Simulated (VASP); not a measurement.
# Hf3SnS4 (R-3m) in VASP: single point with PBE

Aim: the single point of Hf3SnS4 with PBE.

Everything below comes from runs of VASP 6.6.1. Logs are shortened: lines on timing, memory, paths and dates and some standing lists are left out, and cuts for length are marked.

## Step 1: The cell of the first run

The structure is trigonal, space group R-3m (No. 166). The conventional cell has a = 6.686 Å, b = 6.686 Å, c = 11.748 Å, α = 90.00°, β = 90.00°, γ = 120.00°. Hf (site symmetry 2/m) has 6 S at 2.75 Å and 2 Sn at 3.34 Å and 4 Hf at 3.34 Å within 3.6 Å. Sn (site symmetry -3m) has 6 S at 2.75 Å and 6 Hf at 3.34 Å within 3.6 Å. Within 3.6 Å of S (site symmetry 2/m) lie 4 Hf at 2.75 Å and 2 Sn at 2.75 Å and 6 S at 3.34 Å. Within 3.6 Å of S (site symmetry -3m) lie 6 Hf at 2.75 Å and 6 S at 3.34 Å.

The cell was generated, and may not be a known phase.

## Step 2: Single point, PBE

The input, INCAR:

```
SYSTEM = Hf3SnS4
ALGO = Normal ; EDIFF = 1E-6
ENCUT = 500 ; GGA = PE
GGA_COMPAT = .FALSE. ; ISIF = 2
ISMEAR = 0 ; LASPH = .TRUE.
LCHARG = .FALSE. ; LREAL = .FALSE.
LWAVE = .FALSE. ; NBANDS = 44
NELM = 120 ; PREC = Accurate
SIGMA = 0.15
```

The input, KPOINTS:

```
k-points
0
G
  2 2 2
  0 0 0
```

The input, POSCAR:

```
Hf3SnS4
1.0
    3.3432382110      1.9302194811      3.9161099114
   -3.3432382110      1.9302194811      3.9161099114
    0.0000000000     -3.8604389622      3.9161099114
Hf Sn S
3 1 4
Direct
    0.5000000000      0.5000000000      0.0000000000
    0.0000000000      0.5000000000      0.5000000000
    0.5000000000      0.0000000000      0.5000000000
    0.0000000000      0.0000000000      0.0000000000
    0.0000000000      0.0000000000      0.5000000000
    0.5000000000      0.0000000000      0.0000000000
    0.0000000000      0.5000000000      0.0000000000
    0.5000000000      0.5000000000      0.5000000000
```

Potentials or basis: VASP PAW PBE potentials, release 64 (Hf_pv, Sn_d, S).

Started as:

```sh
cat potpaw_PBE.64/Hf_pv/POTCAR potpaw_PBE.64/Sn_d/POTCAR potpaw_PBE.64/S/POTCAR > POTCAR
mpirun -np 1 vasp_std > vasp.out
```

OUTCAR:

```text
SYSTEM = Hf3SnS4
   EDIFF = 1E-6
   ENCUT = 500
   GGA = PE
   ISIF = 2
   ISMEAR = 0
   LASPH = .TRUE.
   LREAL = .FALSE.
   NELM = 120
   PREC = Accurate

 ion  position               nearest neighbor table
   1  0.500  0.500  0.000-   6 2.75   7 2.75   6 2.75   7 2.75   8 2.75   8 2.75   4 3.34   4 3.34
                             2 3.34   2 3.34   3 3.34   3 3.34
   2  0.000  0.500  0.500-   5 2.75   8 2.75   5 2.75   8 2.75   7 2.75   7 2.75   3 3.34   3 3.34
                             1 3.34   1 3.34   4 3.34   4 3.34
   3  0.500  0.000  0.500-   5 2.75   8 2.75   8 2.75   5 2.75   6 2.75   6 2.75   2 3.34   2 3.34
                             1 3.34   1 3.34   4 3.34   4 3.34
   4  0.000  0.000  0.000-   6 2.75   7 2.75   7 2.75   6 2.75   5 2.75   5 2.75   1 3.34   1 3.34
                             2 3.34   3 3.34   3 3.34   2 3.34
   5  0.000  0.000  0.500-   2 2.75   3 2.75   2 2.75   3 2.75   4 2.75   4 2.75
   6  0.500  0.000  0.000-   1 2.75   4 2.75   1 2.75   4 2.75   3 2.75   3 2.75
   7  0.000  0.500  0.000-   1 2.75   4 2.75   4 2.75   1 2.75   2 2.75   2 2.75
   8  0.500  0.500  0.500-   2 2.75   3 2.75   3 2.75   2 2.75   1 2.75   1 2.75

  LATTYP: Found a trigonal (rhomboedric) cell.
 ALAT       =     5.4989913456
 COS(alpha) =     0.2607376866

  Lattice vectors:

 A1 = (   3.3432382110,   1.9302194811,   3.9161099114)
 A2 = (  -3.3432382110,   1.9302194811,   3.9161099114)
 A3 = (   0.0000000000,  -3.8604389622,   3.9161099114)

Analysis of symmetry for initial positions (statically):
=====================================================================
 Subroutine PRICEL returns:
 Original cell was already a primitive cell.

 Routine SETGRP: Setting up the symmetry group for a
 trigonal (rhombohedral) supercell.

 Subroutine GETGRP returns: Found 12 space group operations
 (whereof 12 operations were pure point group operations)
 out of a pool of 12 trial point group operations.

The static configuration has the point symmetry D_3d.

Analysis of symmetry for dynamics (positions and initial velocities):
=====================================================================
 Subroutine PRICEL returns:
 Original cell was already a primitive cell.

 Routine SETGRP: Setting up the symmetry group for a
 trigonal (rhombohedral) supercell.

 Subroutine GETGRP returns: Found 12 space group operations
 (whereof 12 operations were pure point group operations)
 out of a pool of 12 trial point group operations.

The dynamic configuration has the point symmetry D_3d.

 Subroutine INISYM returns: Found 12 space group operations
 (whereof 12 operations are pure point group operations),
 and found     1 'primitive' translations

----------------------------------------------------------------------------------------

                                     Primitive cell

  volume of cell :     151.6283

  direct lattice vectors                    reciprocal lattice vectors
     3.343238211  1.930219481  3.916109911     0.149555601  0.086345967  0.085118483
    -3.343238211  1.930219481  3.916109911    -0.149555601  0.086345967  0.085118483
     0.000000000 -3.860438962  3.916109911     0.000000000 -0.172691933  0.085118483

  length of vectors
     5.498991346  5.498991346  5.498991346     0.192529634  0.192529634  0.192529634

  position of ions in fractional coordinates (direct lattice)
     0.500000000  0.500000000  1.000000000
     1.000000000  0.500000000  0.500000000
     0.500000000  1.000000000  0.500000000
     0.000000000  0.000000000  0.000000000
     1.000000000  1.000000000  0.500000000
     0.500000000  1.000000000  1.000000000
     1.000000000  0.500000000  1.000000000
     0.500000000  0.500000000  0.500000000

  ion indices of the primitive-cell ions
   primitive index   ion index
                 1           1
                 2           2
                 3           3
                 4           4
                 5           5
                 6           6
                 7           7
                 8           8

----------------------------------------------------------------------------------------

 KPOINTS: k-points

Automatic generation of k-mesh.
 Grid dimensions read from file:
 generate k-points for:    2    2    2

 Generating k-lattice:

  Cartesian coordinates                     Fractional coordinates (reciprocal lattice)
     0.074777801  0.043172983  0.042559241     0.500000000 -0.000000000 -0.000000000
    -0.074777801  0.043172983  0.042559241    -0.000000000  0.500000000 -0.000000000
     0.000000000 -0.086345967  0.042559241    -0.000000000 -0.000000000  0.500000000

  Length of vectors
     0.096264817  0.096264817  0.096264817

  Shift w.r.t. Gamma in fractional coordinates (k-lattice)
     0.000000000  0.000000000  0.000000000

 Subroutine IBZKPT returns following result:
 ===========================================

 Found      4 irreducible k-points:

 Following reciprocal coordinates:
            Coordinates               Weight
  0.000000  0.000000  0.000000      1.000000
  0.500000 -0.000000  0.000000      3.000000
  0.500000  0.500000  0.000000      3.000000
  0.500000  0.500000  0.500000      1.000000
   k-points           NKPTS =      4   k-points in BZ     NKDIM =      4   number of bands    NBANDS=     44
   number of dos      NEDOS =    301   number of ions     NIONS =      8
   total plane-waves  NPLWV =  64000
   dimension x,y,z NGX =    40 NGY =   40 NGZ =   40
   dimension x,y,z NGXF=    80 NGYF=   80 NGZF=   80
   ions per type =               3   1   4
   NGX,Y,Z   is equivalent  to a cutoff of  12.09, 12.09, 12.09 a.u.
   NGXF,Y,Z  is equivalent  to a cutoff of  24.19, 24.19, 24.19 a.u.
 SYSTEM =  Hf3SnS4
   PREC   = accura    normal or accurate (medium, high low for compatibility)
   ISTART =      0    job   : 0-new  1-cont  2-samecut
   ICHARG =      2    charge: 1-file 2-atom 10-const
   ISPIN  =      1    spin polarized calculation?
   LNONCOLLINEAR =      F non collinear calculations
   LSORBIT =      F    spin-orbit coupling
   LASPH  =      T    aspherical Exc in radial PAW
   ENCUT  =  500.0 eV  36.75 Ry    6.06 a.u.  10.03 10.03 10.03*2*pi/ulx,y,z
   NELM   =    120;   NELMIN=  2; NELMDL= -5     # of ELM steps
   EDIFF  = 0.1E-05   stopping-criterion for ELM
   LREAL  =      F    real-space projection
   EDIFFG = 0.1E-04   stopping-criterion for IOM
   NSW    =      0    number of steps for IOM
   IBRION =     -1    ionic relax: 0-MD 1-quasi-New 2-CG
   NFREE  =      0    steps in history (QN), initial steepest desc. (CG)
   ISIF   =      2    stress and relaxation
   ISYM   =      2    0-nonsym 1-usesym 2-fastsym
   POTIM  = 0.5000    time-step for ionic-motion
   TEBEG  =    0.0;   TEEND  =   0.0 temperature during run
   PSTRESS=    0.0 pullay stress
   NELECT =      68.0000    total number of electrons
   NUPDOWN=      -1.0000    fix difference up-down
   EMIN   =  10.00;   EMAX   =-10.00  energy-range for DOS
   EFERMI =   0.00;   METHOD = LEGACY
   ISMEAR =     0;   SIGMA  =   0.15  broadening in eV -4-tet -1-fermi 0-gaus
   EFERMI_NEDOS =   21; number of points for ismear=-14 and -15
   IALGO  =     38    algorithm
   IMIX   =      4    mixing-type and parameters
     AMIX     =   0.40;   BMIX     =  1.00
     AMIX_MAG =   1.60;   BMIX_MAG =  1.00
  volume/ion in A,a.u.               =      18.95       127.90
  Fermi-wavevector in a.u.,A,eV,Ry     =   1.253096  2.368009 21.364550  1.570250
  Thomas-Fermi vector in A             =   2.386965
   LORBIT       =      0    0 simple, 1 ext, 2 COOP (PROOUT), +10 PAW based schemes
   GGA     = PE    functional components
   LHFCALC =     F    Hartree Fock is set to
   AEXX    =    0.0000 exact exchange contribution
   IVDW    =     0    specifies the selected vdW correction
   LEPSILON=     F    determine dielectric tensor
   LRPA    =     F    only Hartree local field effects (RPA)
 non-spin polarized calculation
 Gauss-broadening in eV      SIGMA  =   0.15
  energy-cutoff  :      500.00
  volume of cell :      151.63
 maximum number of plane-waves:      3860
   NGX = 21   NGY = 21   NGZ = 21

 number of electron      67.9999999 magnetization

 Free energy of the ion-electron system (eV)
  ---------------------------------------------------
  ext. energy  EPLUGINS =         0.00000000
  ---------------------------------------------------
  free energy    TOTEN  =       -54.21361619 eV

  energy without entropy =      -54.12917344  energy(sigma->0) =      -54.17139482

 E-fermi :   7.5022     XC(G=0): -11.1454

 val. band max:        7.4630896681   @ k =   0.5000  -0.0000   0.0000
 cond. band min:       7.6114993184   @ k =   0.5000  -0.0000   0.0000
 fundamental gap:      0.1484096503
 Fermi energy:         7.5022010736

 k-point     1 :       0.0000    0.0000    0.0000
  band No.  band energies     occupation
      1     -24.5628      2.00000
      2     -24.4662      2.00000
      3     -24.4662      2.00000
      4     -24.4487      2.00000
      5     -24.4235      2.00000
      6     -24.4235      2.00000
[... 36 lines left out ...]
     43       9.1420      0.00000
     44       9.5363      0.00000

 k-point     2 :       0.5000   -0.0000    0.0000
  band No.  band energies     occupation
      1     -24.5016      2.00000
      2     -24.4409      2.00000
      3     -24.4386      2.00000
      4     -24.4278      2.00000
      5     -24.3971      2.00000
      6     -24.3879      2.00000
[... 36 lines left out ...]
     43       9.1512      0.00000
     44       9.3390      0.00000

 k-point     3 :       0.5000    0.5000    0.0000
  band No.  band energies     occupation
      1     -24.5076      2.00000
      2     -24.4609      2.00000
      3     -24.4385      2.00000
      4     -24.4127      2.00000
      5     -24.3956      2.00000
      6     -24.3900      2.00000
[... 36 lines left out ...]
     43      10.9023      0.00000
     44      11.5473      0.00000

 k-point     4 :       0.5000    0.5000    0.5000
  band No.  band energies     occupation
      1     -24.5750      2.00000
      2     -24.4804      2.00000
      3     -24.4685      2.00000
      4     -24.4685      2.00000
      5     -24.4138      2.00000
      6     -24.4138      2.00000
[... 36 lines left out ...]
     43      12.1246      0.00000
     44      12.2326      0.00000

------------------------ aborting loop because EDIFF is reached ----------------------------------------

  FORCE on cell =-STRESS in cart. coord.  units (eV):
  Direction    XX          YY          ZZ          XY          YZ          ZX
  --------------------------------------------------------------------------------------
  -------------------------------------------------------------------------------------
  Total       -0.4531121     -0.4531121     -0.7704619      0.0000000     -0.0000000      0.0000000
  in kB       -4.7878006     -4.7878006     -8.1410720      0.0000000     -0.0000000      0.0000000
  external PRESSURE =      -5.9055578 kB  Pullay stress =       0.0000000 kB

 VOLUME and BASIS-vectors are now :
 -----------------------------------------------------------------------------
  energy-cutoff  :      500.00
  volume of cell :      151.63
      direct lattice vectors                 reciprocal lattice vectors
     3.343238211  1.930219481  3.916109911     0.149555601  0.086345967  0.085118483
    -3.343238211  1.930219481  3.916109911    -0.149555601  0.086345967  0.085118483
     0.000000000 -3.860438962  3.916109911     0.000000000 -0.172691933  0.085118483

 POSITION                                       TOTAL-FORCE (eV/Angst)
 -----------------------------------------------------------------------------------
      0.00000      1.93022      3.91611         0.000000      0.000000     -0.000000
     -1.67162     -0.96511      3.91611        -0.000000      0.000000      0.000000
      1.67162     -0.96511      3.91611        -0.000000      0.000000     -0.000000
      0.00000      0.00000      0.00000         0.000000     -0.000000     -0.000000
      0.00000     -1.93022      1.95805         0.000000     -0.000000     -0.000000
      1.67162      0.96511      1.95805        -0.000000      0.000000     -0.000000
     -1.67162      0.96511      1.95805        -0.000000     -0.000000      0.000000
      0.00000      0.00000      5.87416        -0.000000     -0.000000      0.000000
 -----------------------------------------------------------------------------------
    total drift:                               -0.000000      0.000000     -0.000000

  FREE ENERGIE OF THE ION-ELECTRON SYSTEM (eV)
  ---------------------------------------------------
  free  energy   TOTEN  =       -54.2136161946 eV

  energy  without entropy=      -54.1291734396  energy(sigma->0) =      -54.17139482
```

Run time: 63 s. Hardware: 1 thread of Intel Xeon 8259CL, shared host; peak memory 0.25 GiB.

Results:

| Item | Value |
| --- | --- |
| Free energy | -54.2136 eV |
| Pressure | -0.6 GPa |
| Band gap on the k mesh | zero (bands 34 and 35 overlap by 0.09 eV) |

Stress tensor (GPa, compression positive):
```
-0.48  0.00  0.00
 0.00 -0.48  0.00
 0.00  0.00 -0.81
```

Levels at points of the mesh, in eV from the Fermi level:
```csv
k point,band 32,band 33,band 34,band 35,band 36,band 37
"(0.00, 0.00, 0.00)",-2.15,-1.25,-1.25,0.18,0.37,0.37
"(0.50, 0.00, 0.00)",-1.52,-0.90,-0.04,0.11,0.23,0.74
"(0.50, 0.50, 0.00)",-0.63,-0.22,-0.14,0.21,0.49,0.69
"(0.50, 0.50, 0.50)",-0.30,-0.30,-0.13,-0.13,1.14,1.20
```

Caveat: the k points lie up to 0.60 Å⁻¹ apart; spin-orbit coupling is left out, which moves the levels of the heavy elements.

The gap in the log of VASP goes by the Fermi energy; the results here count the filled bands.